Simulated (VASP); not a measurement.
# MgI2 in VASP: notebook

MgI2 is run at these levels: PBE; tasks: single point.

Everything below comes from runs of VASP 6.6.1. Logs are shortened: lines on timing, memory, paths and dates and some standing lists are left out, and cuts for length are marked.

## 1. The cell of the first run

The cell holds a sheet with vacuum, 3 atoms: a = 5.603 Å, b = 5.603 Å, c = 23.800 Å, α = 90.00°, β = 90.00°, γ = 90.00°.

## 2. Single point, PBE

Contents of INCAR:

```
SYSTEM = MgI2
PREC     = Accurate       ! precision mode
ENCUT    = 520            ! plane-wave cutoff, eV
EDIFF    = 1E-7           ! SCF threshold, eV
ISMEAR   = 0              ! smearing method
SIGMA    = 0.02           ! smearing width, eV
LREAL    = .FALSE.        ! projectors in reciprocal space
LASPH    = .TRUE.         ! aspherical terms in the spheres
NELM     = 100            ! most SCF steps
ALGO     = Normal         ! electronic algorithm
ISIF     = 2              ! what is computed and relaxed
LWAVE    = .FALSE.        ! write WAVECAR
LCHARG   = .FALSE.        ! write CHGCAR
LDIPOL   = .TRUE.       
IDIPOL   = 3            
DIPOL    = 0.5 0.5 0.294
GGA      = PE             ! functional
NBANDS   = 15             ! bands
```

Contents of KPOINTS:

```
Automatic mesh
0
G
  6 6 1
  0 0 0
```

Contents of POSCAR:

```
MgI2
1.0
    5.6028938704      0.0000000000      0.0000000000
    0.0000000000      5.6028938704      0.0000000000
    0.0000000000      0.0000000000     23.8000000000
Mg I
1 2
Direct
    0.0000000000      0.0000000000      0.2941176471
    0.0000000000      0.5000000000      0.2941176471
    0.5000000000      0.0000000000      0.2941176471
```

Potentials or basis: VASP PAW PBE potentials, release 64 (Mg, I).

On the command line:

```bash
$ cat potpaw_PBE.64/Mg/POTCAR potpaw_PBE.64/I/POTCAR > POTCAR
$ mpirun -np 1 vasp_std > vasp.out
```

OUTCAR:

```text
SYSTEM = MgI2
   PREC = Accurate
   ENCUT = 520
   EDIFF = 1E-7
   ISMEAR = 0
   LREAL = .FALSE.
   LASPH = .TRUE.
   NELM = 100
   ISIF = 2
   GGA = PE

 ion  position               nearest neighbor table
   1  0.000  0.000  0.294-   2 2.80   3 2.80   2 2.80   3 2.80
   2  0.000  0.500  0.294-   1 2.80   1 2.80
   3  0.500  0.000  0.294-   1 2.80   1 2.80

  LATTYP: Found a simple tetragonal cell.
 ALAT       =     5.6028938704
 C/A-ratio  =     4.2478048934

  Lattice vectors:

 A1 = (   5.6028938704,   0.0000000000,   0.0000000000)
 A2 = (   0.0000000000,   5.6028938704,   0.0000000000)
 A3 = (   0.0000000000,   0.0000000000,  23.8000000000)

Analysis of symmetry for initial positions (statically):
=====================================================================
 Subroutine PRICEL returns:
 Original cell was already a primitive cell.

 Routine SETGRP: Setting up the symmetry group for a
 simple tetragonal supercell.

 Subroutine GETGRP returns: Found 16 space group operations
 (whereof  8 operations were pure point group operations)
 out of a pool of 16 trial point group operations.

The static configuration has the point symmetry C_4v.
 The point group associated with its full space group is D_4h.

Analysis of symmetry for dynamics (positions and initial velocities):
=====================================================================
 Subroutine PRICEL returns:
 Original cell was already a primitive cell.

 Routine SETGRP: Setting up the symmetry group for a
 simple tetragonal supercell.

 Subroutine GETGRP returns: Found 16 space group operations
 (whereof  8 operations were pure point group operations)
 out of a pool of 16 trial point group operations.

The dynamic configuration has the point symmetry C_4v.
 The point group associated with its full space group is D_4h.

 Subroutine INISYM returns: Found 16 space group operations
 (whereof  8 operations are pure point group operations),
 and found     1 'primitive' translations

----------------------------------------------------------------------------------------

                                     Primitive cell

  volume of cell :     747.1396

  direct lattice vectors                    reciprocal lattice vectors
     5.602893870  0.000000000  0.000000000     0.178479197  0.000000000  0.000000000
     0.000000000  5.602893870  0.000000000     0.000000000  0.178479197  0.000000000
     0.000000000  0.000000000 23.800000000     0.000000000  0.000000000  0.042016807

  length of vectors
     5.602893870  5.602893870 23.800000000     0.178479197  0.178479197  0.042016807

  position of ions in fractional coordinates (direct lattice)
     0.000000000  0.000000000  0.294117647
     0.000000000  0.500000000  0.294117647
     0.500000000  0.000000000  0.294117647

  ion indices of the primitive-cell ions
   primitive index   ion index
                 1           1
                 2           2
                 3           3

----------------------------------------------------------------------------------------

 KPOINTS: Automatic mesh

Automatic generation of k-mesh.
 Grid dimensions read from file:
 generate k-points for:    6    6    1

 Generating k-lattice:

  Cartesian coordinates                     Fractional coordinates (reciprocal lattice)
     0.029746533  0.000000000  0.000000000     0.166666667  0.000000000  0.000000000
     0.000000000  0.029746533  0.000000000     0.000000000  0.166666667  0.000000000
     0.000000000  0.000000000  0.042016807     0.000000000  0.000000000  1.000000000

  Length of vectors
     0.029746533  0.029746533  0.042016807

  Shift w.r.t. Gamma in fractional coordinates (k-lattice)
     0.000000000  0.000000000  0.000000000

 Subroutine IBZKPT returns following result:
 ===========================================

 Found     10 irreducible k-points:

 Following reciprocal coordinates:
            Coordinates               Weight
  0.000000  0.000000  0.000000      1.000000
  0.166667  0.000000  0.000000      4.000000
  0.333333  0.000000  0.000000      4.000000
  0.500000  0.000000  0.000000      2.000000
  0.166667  0.166667  0.000000      4.000000
  0.333333  0.166667  0.000000      8.000000
  0.500000  0.166667  0.000000      4.000000
  0.333333  0.333333  0.000000      4.000000
  0.500000  0.333333  0.000000      4.000000
  0.500000  0.500000  0.000000      1.000000
   k-points           NKPTS =     10   k-points in BZ     NKDIM =     10   number of bands    NBANDS=     15
   number of dos      NEDOS =    301   number of ions     NIONS =      3
   total plane-waves  NPLWV = 317520
   dimension x,y,z NGX =    42 NGY =   42 NGZ =  180
   dimension x,y,z NGXF=    84 NGYF=   84 NGZF=  360
   ions per type =               1   2
   NGX,Y,Z   is equivalent  to a cutoff of  12.46, 12.46, 12.57 a.u.
   NGXF,Y,Z  is equivalent  to a cutoff of  24.92, 24.92, 25.15 a.u.
 SYSTEM =  MgI2
   PREC   = accura    normal or accurate (medium, high low for compatibility)
   ISTART =      0    job   : 0-new  1-cont  2-samecut
   ICHARG =      2    charge: 1-file 2-atom 10-const
   ISPIN  =      1    spin polarized calculation?
   LNONCOLLINEAR =      F non collinear calculations
   LSORBIT =      F    spin-orbit coupling
   LASPH  =      T    aspherical Exc in radial PAW
   ENCUT  =  520.0 eV  38.22 Ry    6.18 a.u.  10.42 10.42 44.25*2*pi/ulx,y,z
   NELM   =    100;   NELMIN=  2; NELMDL= -5     # of ELM steps
   EDIFF  = 0.1E-06   stopping-criterion for ELM
   LREAL  =      F    real-space projection
   EDIFFG = 0.1E-05   stopping-criterion for IOM
   NSW    =      0    number of steps for IOM
   IBRION =     -1    ionic relax: 0-MD 1-quasi-New 2-CG
   NFREE  =      0    steps in history (QN), initial steepest desc. (CG)
   ISIF   =      2    stress and relaxation
   ISYM   =      2    0-nonsym 1-usesym 2-fastsym
   POTIM  = 0.5000    time-step for ionic-motion
   TEBEG  =    0.0;   TEEND  =   0.0 temperature during run
   PSTRESS=    0.0 pullay stress
   NELECT =      16.0000    total number of electrons
   NUPDOWN=      -1.0000    fix difference up-down
   EMIN   =  10.00;   EMAX   =-10.00  energy-range for DOS
   EFERMI =   0.00;   METHOD = LEGACY
   ISMEAR =     0;   SIGMA  =   0.02  broadening in eV -4-tet -1-fermi 0-gaus
   EFERMI_NEDOS =   21; number of points for ismear=-14 and -15
   IALGO  =     38    algorithm
   IMIX   =      4    mixing-type and parameters
     AMIX     =   0.40;   BMIX     =  1.00
     AMIX_MAG =   1.60;   BMIX_MAG =  1.00
  volume/ion in A,a.u.               =     249.05      1680.65
  Fermi-wavevector in a.u.,A,eV,Ry     =   0.454619  0.859105  2.812031  0.206678
  Thomas-Fermi vector in A             =   1.437731
   LORBIT       =      0    0 simple, 1 ext, 2 COOP (PROOUT), +10 PAW based schemes
   GGA     = PE    functional components
   LHFCALC =     F    Hartree Fock is set to
   AEXX    =    0.0000 exact exchange contribution
   IVDW    =     0    specifies the selected vdW correction
   LEPSILON=     F    determine dielectric tensor
   LRPA    =     F    only Hartree local field effects (RPA)
 non-spin polarized calculation
 Gauss-broadening in eV      SIGMA  =   0.02
  energy-cutoff  :      520.00
  volume of cell :      747.14
 maximum number of plane-waves:     20175
 NGX is ok and might be reduce to    42
   NGX = 21   NGY = 21   NGZ = 89

 dipolmoment           0.000000      0.000000     -0.000001 electrons x Angstroem

 number of electron      16.0000002 magnetization

 dipolmoment           0.000000      0.000000      0.000002 electrons x Angstroem

 Free energy of the ion-electron system (eV)
  ---------------------------------------------------
  ext. energy  EPLUGINS =         0.00000000
  ---------------------------------------------------
  free energy    TOTEN  =        -6.53012728 eV

  energy without entropy =       -6.53012728  energy(sigma->0) =       -6.53012728

 E-fermi :  -3.7843     XC(G=0):  -1.5876

 val. band max:       -3.9258509089   @ k =   0.5000   0.5000   0.0000
 cond. band min:      -3.3934844471   @ k =   0.0000   0.0000   0.0000
 fundamental gap:      0.5323664618
 Fermi energy:        -3.7843418260

 k-point     1 :       0.0000    0.0000    0.0000
  band No.  band energies     occupation
      1     -16.2480      2.00000
      2     -15.4965      2.00000
      3      -7.4476      2.00000
      4      -7.4476      2.00000
      5      -6.1788      2.00000
      6      -5.0841      2.00000
      7      -4.7130      2.00000
      8      -4.7130      2.00000
      9      -3.3935      0.00000
     10       0.1429      0.00000
     11       0.6059      0.00000
     12       1.2110      0.00000
     13       1.4216      0.00000
     14       1.5708      0.00000
     15       1.8960      0.00000

 k-point     2 :       0.1667    0.0000    0.0000
  band No.  band energies     occupation
      1     -16.1993      2.00000
      2     -15.5476      2.00000
      3      -7.5124      2.00000
      4      -7.3824      2.00000
      5      -6.1106      2.00000
      6      -5.1585      2.00000
      7      -5.0019      2.00000
      8      -4.8926      2.00000
      9      -2.8169      0.00000
     10       0.2974      0.00000
     11       0.3968      0.00000
     12       1.2505      0.00000
     13       1.3483      0.00000
     14       1.9794      0.00000
     15       1.9898      0.00000

 k-point     3 :       0.3333    0.0000    0.0000
  band No.  band energies     occupation
      1     -16.0653      2.00000
      2     -15.6867      2.00000
      3      -7.6277      2.00000
      4      -7.2281      2.00000
      5      -5.9206      2.00000
      6      -5.3627      2.00000
      7      -5.3626      2.00000
      8      -5.2527      2.00000
      9      -1.6619      0.00000
     10       0.0150      0.00000
     11       0.7364      0.00000
     12       1.4959      0.00000
     13       1.7509      0.00000
     14       2.1927      0.00000
     15       2.2938      0.00000

 k-point     4 :       0.5000    0.0000    0.0000
  band No.  band energies     occupation
      1     -15.8992      2.00000
      2     -15.8555      2.00000
      3      -7.6790      2.00000
      4      -7.1326      2.00000
      5      -5.6913      2.00000
      6      -5.6000      2.00000
      7      -5.5018      2.00000
      8      -5.4417      2.00000
      9      -0.8088      0.00000
     10      -0.1338      0.00000
     11       1.4225      0.00000
     12       1.4423      0.00000
     13       1.4794      0.00000
     14       1.8452      0.00000
     15       2.3369      0.00000
[... 55 lines left out ...]
 k-point     8 :       0.3333    0.3333    0.0000
  band No.  band energies     occupation
      1     -15.9523      2.00000
      2     -15.7610      2.00000
      3      -8.6449      2.00000
      4      -6.3584      2.00000
      5      -5.9805      2.00000
      6      -5.7430      2.00000
      7      -5.4547      2.00000
      8      -4.2597      2.00000
      9      -0.8938      0.00000
     10      -0.8146      0.00000
     11       1.2912      0.00000
     12       1.6805      0.00000
     13       1.8010      0.00000
     14       2.1260      0.00000
     15       2.2877      0.00000

 k-point     9 :       0.5000    0.3333    0.0000
  band No.  band energies     occupation
      1     -15.8558      2.00000
      2     -15.8446      2.00000
      3      -8.8174      2.00000
      4      -6.5095      2.00000
      5      -5.7089      2.00000
      6      -5.5966      2.00000
      7      -5.5721      2.00000
      8      -4.1738      2.00000
      9      -1.0072      0.00000
     10      -0.1453      0.00000
     11       0.8657      0.00000
     12       1.7195      0.00000
     13       1.7946      0.00000
     14       1.9953      0.00000
     15       2.2587      0.00000

 k-point    10 :       0.5000    0.5000    0.0000
  band No.  band energies     occupation
      1     -15.8409      2.00000
      2     -15.8409      2.00000
      3      -9.0145      2.00000
      4      -6.6566      2.00000
      5      -5.5626      2.00000
      6      -5.5626      2.00000
      7      -5.4114      2.00000
      8      -3.9259      2.00000
      9      -1.2182      0.00000
     10       0.6478      0.00000
     11       0.6478      0.00000
     12       0.9004      0.00000
     13       1.6324      0.00000
     14       2.3788      0.00000
     15       2.3788      0.00000

------------------------ aborting loop because EDIFF is reached ----------------------------------------

 vacuum level on the upper side and lower side of the slab       (xc-potential included)        -0.007        -0.007

  FORCE on cell =-STRESS in cart. coord.  units (eV):
  Direction    XX          YY          ZZ          XY          YZ          ZX
  --------------------------------------------------------------------------------------
  -------------------------------------------------------------------------------------
  Total        0.2332048      0.2332048     -0.0016171      0.0000000      0.0000000     -0.0000000
  in kB        0.5000878      0.5000878     -0.0034677      0.0000000      0.0000000     -0.0000000
  external PRESSURE =       0.3322360 kB  Pullay stress =       0.0000000 kB

 VOLUME and BASIS-vectors are now :
 -----------------------------------------------------------------------------
  energy-cutoff  :      520.00
  volume of cell :      747.14
      direct lattice vectors                 reciprocal lattice vectors
     5.602893870  0.000000000  0.000000000     0.178479197  0.000000000  0.000000000
     0.000000000  5.602893870  0.000000000     0.000000000  0.178479197  0.000000000
     0.000000000  0.000000000 23.800000000     0.000000000  0.000000000  0.042016807

 POSITION                                       TOTAL-FORCE (eV/Angst)
 -----------------------------------------------------------------------------------
      0.00000      0.00000      7.00000         0.000000      0.000000      0.000000
      0.00000      2.80145      7.00000         0.000000      0.000000     -0.000000
      2.80145      0.00000      7.00000         0.000000      0.000000     -0.000000
 -----------------------------------------------------------------------------------
    total drift:                               -0.000000     -0.000000      0.000011

  FREE ENERGIE OF THE ION-ELECTRON SYSTEM (eV)
  ---------------------------------------------------
  free  energy   TOTEN  =        -6.5301272751 eV

  energy  without entropy=       -6.5301272751  energy(sigma->0) =       -6.53012728

 vacuum level on the upper side and lower side of the slab         1.113         1.113
```

Wall time 6 min (1 thread of Intel Xeon 8259CL, shared host); peak memory 0.69 GiB.

Results:

```yaml
Free_energy: -6.5301 eV
Band_gap_on_the_k_mesh: 0.53 eV, indirect (least direct gap 1.32 eV)
```

Levels at points of the mesh, in eV from the valence-band top:
```csv
k point,band 6,band 7,band 8,band 9,band 10,band 11
"(0.00, 0.00, 0.00)",-1.16,-0.79,-0.79,0.53,4.07,4.53
"(0.50, 0.00, 0.00)",-1.67,-1.58,-1.52,3.12,3.79,5.35
"(0.50, 0.50, 0.00)",-1.64,-1.49,0.00,2.71,4.57,4.57
```

Caveat: spin-orbit coupling is left out, which moves the levels of the heavy elements.

## 3. Single point, PBE

This run uses another cell than the first one, of 250.89 Å³/atom, 1.007 times its volume.

Contents of INCAR:

```
SYSTEM = MgI2
ALGO = Normal
DIPOL = 0.5 0.5 0.294
EDIFF = 1E-6
ENCUT = 520
GGA = PE
IDIPOL = 3
ISIF = 2
ISMEAR = 0
LASPH = .TRUE.
LCHARG = .FALSE.
LDIPOL = .TRUE.
LREAL = .FALSE.
LWAVE = .FALSE.
NBANDS = 15
NELM = 80
PREC = Accurate
SIGMA = 0.02
```

Contents of KPOINTS:

```
k-points
0
G
  6 6 1
  0 0 0
```

Contents of POSCAR:

```
MgI2
1.0
    5.6236428436      0.0000000000      0.0000000000
    0.0000000000      5.6236428436      0.0000000000
    0.0000000000      0.0000000000     23.8000000000
Mg I
1 2
Direct
    0.0000000000      0.0000000000      0.2941176471
    0.0000000000      0.5000000000      0.2941176471
    0.5000000000      0.0000000000      0.2941176471
```

Potentials or basis: VASP PAW PBE potentials, release 64 (Mg, I).

On the command line:

```bash
$ cat potpaw_PBE.64/Mg/POTCAR potpaw_PBE.64/I/POTCAR > POTCAR
$ mpirun -np 1 vasp_std > vasp.out
```

It took 6.4 min on 1 thread of Intel Xeon 8259CL, shared host; peak memory 0.69 GiB.

Results (log left out):

| Item | Value |
| --- | --- |
| Free energy | -6.5309 eV |
| Band gap on the k mesh | 0.52 eV, indirect (least direct gap 1.29 eV) |

Levels at points of the mesh, in eV from the valence-band top:
| k point | band 6 | band 7 | band 8 | band 9 | band 10 | band 11 |
| --- | --- | --- | --- | --- | --- | --- |
| (0.00, 0.00, 0.00) | -1.14 | -0.77 | -0.77 | 0.52 | 4.10 | 4.54 |
| (0.50, 0.00, 0.00) | -1.64 | -1.55 | -1.48 | 3.09 | 3.80 | 5.33 |
| (0.50, 0.50, 0.00) | -1.61 | -1.47 | 0.00 | 2.73 | 4.55 | 4.55 |

Caveat: spin-orbit coupling is left out, which moves the levels of the heavy elements.
